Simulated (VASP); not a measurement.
# B3P2 in VASP: notebook

The runs below take B3P2 through single point, relaxation of cell and atoms, with PBE.

All numbers are computed with VASP 6.6.1; they aren't measurements. Logs are shortened: lines on timing, memory, paths and dates and some standing lists are left out, and cuts for length are marked.

## Step 1: The cell of the first run

Symmetry: P-3m1, No. 164, trigonal system. Conventional cell: a = 3.079 Å, b = 3.079 Å, c = 6.325 Å, α = 90.00°, β = 90.00°, γ = 120.00°. Within 2.8 Å of B (site symmetry -3m) lie 6 P at 2.12 Å. Within 2.4 Å of B (site symmetry 3m) lie 3 B at 1.79 Å and 1 P at 1.90 Å. P (site symmetry 3m) has 4 B at 1.90 to 2.12 Å within 2.5 Å.

## Step 2: Single point, PBE

INCAR

```
SYSTEM = B3P2
ALGO = Normal
EDIFF = 1E-6
ENCUT = 520
GGA = PE
ISIF = 2
ISMEAR = 0
LASPH = .True.
LCHARG = .False.
LREAL = .False.
LWAVE = .False.
NBANDS = 18
NELM = 100
PREC = Accurate
SIGMA = 0.1
```

KPOINTS

```
k-points
0
Gamma
  12 12 6
  0 0 0
```

POSCAR

```
B3P2
1.0
    3.0791381595      0.0000000000      0.0000000000
   -1.5395690797      2.6666118679      0.0000000000
    0.0000000000      0.0000000000      6.3251844449
B P
3 2
Direct
    0.0000000000      0.0000000000      0.0000000000
    0.3333333333      0.6666666667      0.4820114082
    0.6666666667      0.3333333333      0.5179885918
    0.3333333333      0.6666666667      0.1817392316
    0.6666666667      0.3333333333      0.8182607684
```

Potentials or basis: VASP PAW PBE potentials, release 64 (B, P).

On the command line:

```console
$ cat potpaw_PBE.64/B/POTCAR potpaw_PBE.64/P/POTCAR > POTCAR
$ mpirun -np 1 vasp_std > vasp.out
```

OUTCAR:

```text
SYSTEM = B3P2
   EDIFF = 1E-6
   ENCUT = 520
   GGA = PE
   ISIF = 2
   ISMEAR = 0
   LASPH = .True.
   LREAL = .False.
   NELM = 100
   PREC = Accurate

 ion  position               nearest neighbor table
   1  0.000  0.000  0.000-   4 2.12   5 2.12   4 2.12   5 2.12   5 2.12   4 2.12
   2  0.333  0.667  0.482-   3 1.79   3 1.79   3 1.79   4 1.90
   3  0.667  0.333  0.518-   2 1.79   2 1.79   2 1.79   5 1.90
   4  0.333  0.667  0.182-   2 1.90   1 2.12   1 2.12   1 2.12   5 2.91   5 2.91   5 2.91
   5  0.667  0.333  0.818-   3 1.90   1 2.12   1 2.12   1 2.12   4 2.91   4 2.91   4 2.91

  LATTYP: Found a hexagonal cell.
 ALAT       =     3.0791381595
 C/A-ratio  =     2.0542061178

  Lattice vectors:

 A1 = (   3.0791381595,   0.0000000000,   0.0000000000)
 A2 = (  -1.5395690797,   2.6666118679,   0.0000000000)
 A3 = (   0.0000000000,   0.0000000000,   6.3251844449)

Analysis of symmetry for initial positions (statically):
=====================================================================
 Subroutine PRICEL returns:
 Original cell was already a primitive cell.

 Routine SETGRP: Setting up the symmetry group for a
 hexagonal supercell.

 Subroutine GETGRP returns: Found 12 space group operations
 (whereof 12 operations were pure point group operations)
 out of a pool of 24 trial point group operations.

The static configuration has the point symmetry D_3d.

Analysis of symmetry for dynamics (positions and initial velocities):
=====================================================================
 Subroutine PRICEL returns:
 Original cell was already a primitive cell.

 Routine SETGRP: Setting up the symmetry group for a
 hexagonal supercell.

 Subroutine GETGRP returns: Found 12 space group operations
 (whereof 12 operations were pure point group operations)
 out of a pool of 24 trial point group operations.

The dynamic configuration has the point symmetry D_3d.

 Subroutine INISYM returns: Found 12 space group operations
 (whereof 12 operations are pure point group operations),
 and found     1 'primitive' translations

----------------------------------------------------------------------------------------

                                     Primitive cell

  volume of cell :      51.9352

  direct lattice vectors                    reciprocal lattice vectors
     3.079138159  0.000000000  0.000000000     0.324766200  0.187503853  0.000000000
    -1.539569080  2.666611868  0.000000000     0.000000000  0.375007706  0.000000000
     0.000000000  0.000000000  6.325184445     0.000000000  0.000000000  0.158098156

  length of vectors
     3.079138159  3.079138159  6.325184445     0.375007706  0.375007706  0.158098156

  position of ions in fractional coordinates (direct lattice)
     0.000000000  0.000000000  0.000000000
     0.333333333  0.666666667  0.482011408
     0.666666667  0.333333333  0.517988592
     0.333333333  0.666666667  0.181739232
     0.666666667  0.333333333  0.818260768

  ion indices of the primitive-cell ions
   primitive index   ion index
                 1           1
                 2           2
                 3           3
                 4           4
                 5           5

----------------------------------------------------------------------------------------

 KPOINTS: k-points

Automatic generation of k-mesh.
 Grid dimensions read from file:
 generate k-points for:   12   12    6

 Generating k-lattice:

  Cartesian coordinates                     Fractional coordinates (reciprocal lattice)
     0.027063850  0.015625321  0.000000000     0.083333333  0.000000000  0.000000000
     0.000000000  0.031250642  0.000000000     0.000000000  0.083333333  0.000000000
     0.000000000  0.000000000  0.026349693     0.000000000  0.000000000  0.166666667

  Length of vectors
     0.031250642  0.031250642  0.026349693

  Shift w.r.t. Gamma in fractional coordinates (k-lattice)
     0.000000000  0.000000000  0.000000000

 Subroutine IBZKPT returns following result:
 ===========================================

 Found    100 irreducible k-points:

 Following reciprocal coordinates:
            Coordinates               Weight
  0.000000  0.000000  0.000000      1.000000
  0.083333 -0.000000  0.000000      6.000000
  0.166667  0.000000  0.000000      6.000000
  0.250000  0.000000  0.000000      6.000000
  0.333333 -0.000000  0.000000      6.000000
  0.416667 -0.000000  0.000000      6.000000
[... 16 lines left out ...]
  0.166667  0.000000  0.166667      6.000000
  0.000000  0.166667  0.166667      6.000000
 [... further k-points ...]
   k-points           NKPTS =    100   k-points in BZ     NKDIM =    100   number of bands    NBANDS=     18
   number of dos      NEDOS =    301   number of ions     NIONS =      5
   total plane-waves  NPLWV =  27648
   dimension x,y,z NGX =    24 NGY =   24 NGZ =   48
   dimension x,y,z NGXF=    48 NGYF=   48 NGZF=   96
   ions per type =               3   2
   NGX,Y,Z   is equivalent  to a cutoff of  12.96, 12.96, 12.62 a.u.
   NGXF,Y,Z  is equivalent  to a cutoff of  25.92, 25.92, 25.23 a.u.
 SYSTEM =  B3P2
   PREC   = accura    normal or accurate (medium, high low for compatibility)
   ISTART =      0    job   : 0-new  1-cont  2-samecut
   ICHARG =      2    charge: 1-file 2-atom 10-const
   ISPIN  =      1    spin polarized calculation?
   LNONCOLLINEAR =      F non collinear calculations
   LSORBIT =      F    spin-orbit coupling
   LASPH  =      T    aspherical Exc in radial PAW
   ENCUT  =  520.0 eV  38.22 Ry    6.18 a.u.   5.73  5.73 11.76*2*pi/ulx,y,z
   NELM   =    100;   NELMIN=  2; NELMDL= -5     # of ELM steps
   EDIFF  = 0.1E-05   stopping-criterion for ELM
   LREAL  =      F    real-space projection
   EDIFFG = 0.1E-04   stopping-criterion for IOM
   NSW    =      0    number of steps for IOM
   IBRION =     -1    ionic relax: 0-MD 1-quasi-New 2-CG
   NFREE  =      0    steps in history (QN), initial steepest desc. (CG)
   ISIF   =      2    stress and relaxation
   ISYM   =      2    0-nonsym 1-usesym 2-fastsym
   POTIM  = 0.5000    time-step for ionic-motion
   TEBEG  =    0.0;   TEEND  =   0.0 temperature during run
   PSTRESS=    0.0 pullay stress
   NELECT =      19.0000    total number of electrons
   NUPDOWN=      -1.0000    fix difference up-down
   EMIN   =  10.00;   EMAX   =-10.00  energy-range for DOS
   EFERMI =   0.00;   METHOD = LEGACY
   ISMEAR =     0;   SIGMA  =   0.10  broadening in eV -4-tet -1-fermi 0-gaus
   EFERMI_NEDOS =   21; number of points for ismear=-14 and -15
   IALGO  =     38    algorithm
   IMIX   =      4    mixing-type and parameters
     AMIX     =   0.40;   BMIX     =  1.00
     AMIX_MAG =   1.60;   BMIX_MAG =  1.00
  volume/ion in A,a.u.               =      10.39        70.10
  Fermi-wavevector in a.u.,A,eV,Ry     =   1.170861  2.212606 18.652434  1.370915
  Thomas-Fermi vector in A             =   2.307313
   LORBIT       =      0    0 simple, 1 ext, 2 COOP (PROOUT), +10 PAW based schemes
   GGA     = PE    functional components
   LHFCALC =     F    Hartree Fock is set to
   AEXX    =    0.0000 exact exchange contribution
   IVDW    =     0    specifies the selected vdW correction
   LEPSILON=     F    determine dielectric tensor
   LRPA    =     F    only Hartree local field effects (RPA)
 non-spin polarized calculation
 Gauss-broadening in eV      SIGMA  =   0.10
  energy-cutoff  :      520.00
  volume of cell :       51.94
 maximum number of plane-waves:      1412
 NGX is ok and might be reduce to    24
   NGX = 11   NGY = 11   NGZ = 23

 number of electron      18.9999998 magnetization

 Free energy of the ion-electron system (eV)
  ---------------------------------------------------
  ext. energy  EPLUGINS =         0.00000000
  ---------------------------------------------------
  free energy    TOTEN  =       -28.71717966 eV

  energy without entropy =      -28.71035484  energy(sigma->0) =      -28.71376725

 E-fermi :   7.6570     XC(G=0): -11.3870

 val. band max:        7.6515809036   @ k =   0.1667   0.1667   0.1667
 cond. band min:       7.6815656607   @ k =   0.2500   0.2500   0.0000
 fundamental gap:      0.0299847571
 Fermi energy:         7.6569666493

 k-point     1 :       0.0000    0.0000    0.0000
  band No.  band energies     occupation
      1      -8.5039      2.00000
      2      -5.0812      2.00000
      3      -3.8369      2.00000
      4       3.4689      2.00000
      5       5.7429      2.00000
      6       7.2225      2.00000
[... 10 lines left out ...]
     17      15.2145      0.00000
     18      15.5648      0.00000

 k-point     2 :       0.0833   -0.0000    0.0000
  band No.  band energies     occupation
      1      -8.3784      2.00000
      2      -4.9630      2.00000
      3      -3.7258      2.00000
      4       3.5393      2.00000
      5       5.7068      2.00000
      6       6.1124      2.00000
[... 10 lines left out ...]
     17      15.2955      0.00000
     18      15.4155      0.00000

 k-point     3 :       0.1667    0.0000    0.0000
  band No.  band energies     occupation
      1      -8.0037      2.00000
      2      -4.6162      2.00000
      3      -3.3944      2.00000
      4       3.6975      2.00000
      5       4.0652      2.00000
      6       5.6575      2.00000
[... 10 lines left out ...]
     17      15.6670      0.00000
     18      16.0238      0.00000

 k-point     4 :       0.2500    0.0000    0.0000
  band No.  band energies     occupation
      1      -7.3859      2.00000
      2      -4.0733      2.00000
      3      -2.8502      2.00000
      4       2.0658      2.00000
      5       3.6309      2.00000
      6       4.8943      2.00000
[... 10 lines left out ...]
     17      15.5914      0.00000
     18      17.2166      0.00000

 k-point     5 :       0.3333   -0.0000    0.0000
  band No.  band energies     occupation
      1      -6.5402      2.00000
      2      -3.4538      2.00000
      3      -2.1143      2.00000
      4       0.3189      2.00000
      5       2.7675      2.00000
      6       3.5383      2.00000
[... 10 lines left out ...]
     17      15.4336      0.00000
     18      17.5681      0.00000

 k-point     6 :       0.4167   -0.0000    0.0000
  band No.  band energies     occupation
      1      -5.5135      2.00000
      2      -3.2671      2.00000
      3      -1.2685      2.00000
      4      -0.6143      2.00000
      5       1.5806      2.00000
      6       2.0464      2.00000
[... 10 lines left out ...]
     17      15.7870      0.00000
     18      17.4917      0.00000

 k-point     7 :       0.5000    0.0000    0.0000
  band No.  band energies     occupation
      1      -4.6934      2.00000
      2      -3.7986      2.00000
      3      -0.7301      2.00000
      4      -0.4966      2.00000
      5       0.9259      2.00000
      6       1.1996      2.00000
[... 10 lines left out ...]
     17      15.8667      0.00000
     18      17.4537      0.00000

 k-point     8 :       0.0833    0.0833    0.0000
  band No.  band energies     occupation
      1      -8.1283      2.00000
      2      -4.7303      2.00000
      3      -3.5045      2.00000
      4       3.6575      2.00000
      5       4.9825      2.00000
      6       5.1690      2.00000
[... 10 lines left out ...]
     17      15.4402      0.00000
     18      15.5341      0.00000
[... 229 lines left out ...]
     17      16.6872      0.00000
     18      17.7892      0.00000

 k-point    20 :       0.0000    0.0000    0.1667
  band No.  band energies     occupation
      1      -8.4616      2.00000
      2      -5.5143      2.00000
      3      -3.1947      2.00000
      4       2.4718      2.00000
      5       6.7662      2.00000
      6       7.1532      2.00000
[... 10 lines left out ...]
     17      15.2404      0.00000
     18      15.2911      0.00000

 k-point    21 :       0.0833   -0.0000    0.1667
  band No.  band energies     occupation
      1      -8.3360      2.00000
      2      -5.3966      2.00000
      3      -3.0838      2.00000
      4       2.5500      2.00000
      5       6.1153      2.00000
      6       6.4926      2.00000
[... 10 lines left out ...]
     17      14.8844      0.00000
     18      15.6702      0.00000

 k-point    22 :       0.0000    0.0833    0.1667
  band No.  band energies     occupation
      1      -8.3360      2.00000
      2      -5.3966      2.00000
      3      -3.0844      2.00000
      4       2.5554      2.00000
      5       6.0088      2.00000
      6       6.6611      2.00000
[... 10 lines left out ...]
     17      15.2087      0.00000
     18      15.4759      0.00000

 k-point    23 :       0.1667    0.0000    0.1667
  band No.  band energies     occupation
      1      -7.9611      2.00000
      2      -5.0495      2.00000
      3      -2.7541      2.00000
      4       2.7233      2.00000
      5       4.1572      2.00000
      6       5.6604      2.00000
[... 10 lines left out ...]
     17      15.9056      0.00000
     18      16.3656      0.00000

 k-point    24 :       0.0000    0.1667    0.1667
  band No.  band energies     occupation
      1      -7.9610      2.00000
      2      -5.0487      2.00000
      3      -2.7597      2.00000
      4       2.7876      2.00000
      5       4.1156      2.00000
      6       5.7517      2.00000
[... 10 lines left out ...]
     17      15.5336      0.00000
     18      15.7659      0.00000

 [... further k-points ...]

------------------------ aborting loop because EDIFF is reached ----------------------------------------

  FORCE on cell =-STRESS in cart. coord.  units (eV):
  Direction    XX          YY          ZZ          XY          YZ          ZX
  --------------------------------------------------------------------------------------
  -------------------------------------------------------------------------------------
  Total       -0.0530731     -0.0530731     -0.0759469     -0.0000000     -0.0000000      0.0000000
  in kB       -1.6372787     -1.6372787     -2.3429246     -0.0000000     -0.0000000      0.0000000
  external PRESSURE =      -1.8724940 kB  Pullay stress =       0.0000000 kB

 VOLUME and BASIS-vectors are now :
 -----------------------------------------------------------------------------
  energy-cutoff  :      520.00
  volume of cell :       51.94
      direct lattice vectors                 reciprocal lattice vectors
     3.079138159  0.000000000  0.000000000     0.324766200  0.187503853  0.000000000
    -1.539569080  2.666611868  0.000000000     0.000000000  0.375007706  0.000000000
     0.000000000  0.000000000  6.325184445     0.000000000  0.000000000  0.158098156

 POSITION                                       TOTAL-FORCE (eV/Angst)
 -----------------------------------------------------------------------------------
      0.00000      0.00000      0.00000        -0.000000      0.000000      0.000000
     -0.00000      1.77774      3.04881         0.000000     -0.000000     -0.003063
      1.53957      0.88887      3.27637        -0.000000      0.000000      0.003063
     -0.00000      1.77774      1.14953        -0.000000      0.000000     -0.010138
      1.53957      0.88887      5.17565         0.000000     -0.000000      0.010138
 -----------------------------------------------------------------------------------
    total drift:                                0.000000      0.000000     -0.000000

  FREE ENERGIE OF THE ION-ELECTRON SYSTEM (eV)
  ---------------------------------------------------
  free  energy   TOTEN  =       -28.7171796569 eV

  energy  without entropy=      -28.7103548414  energy(sigma->0) =      -28.71376725
```

It took 38 s on 1 thread of Intel Xeon Platinum 8559C (Emerald Rapids), shared host; peak memory 0.21 GiB.

What came out:

| Property | Result |
| --- | --- |
| Free energy | -28.7172 eV |
| Pressure | -0.2 GPa |
| Largest force | 0.010 eV/Å |

Forces on the atoms (eV/Å):
```
B    0.000  0.000  0.000
B    0.000  0.000 -0.003
B    0.000  0.000  0.003
P    0.000  0.000 -0.010
P    0.000  0.000  0.010
```

Levels at points of the mesh, in eV from the Fermi level:
| k point | band 8 | band 9 | band 10 | band 11 | band 12 | band 13 |
| --- | --- | --- | --- | --- | --- | --- |
| (0.00, 0.00, 0.00) | -0.02 | -0.02 | 2.64 | 2.64 | 4.85 | 4.85 |
| (0.50, 0.00, 0.00) | -1.20 | -0.97 | -0.94 | 1.05 | 1.88 | 3.69 |
| (0.00, 0.00, 0.50) | 0.77 | 1.37 | 1.37 | 1.46 | 4.82 | 5.55 |
| (0.50, 0.00, 0.50) | -3.56 | -2.07 | -2.04 | 1.65 | 2.58 | 3.86 |

(Part 1 of 2 ends here.)
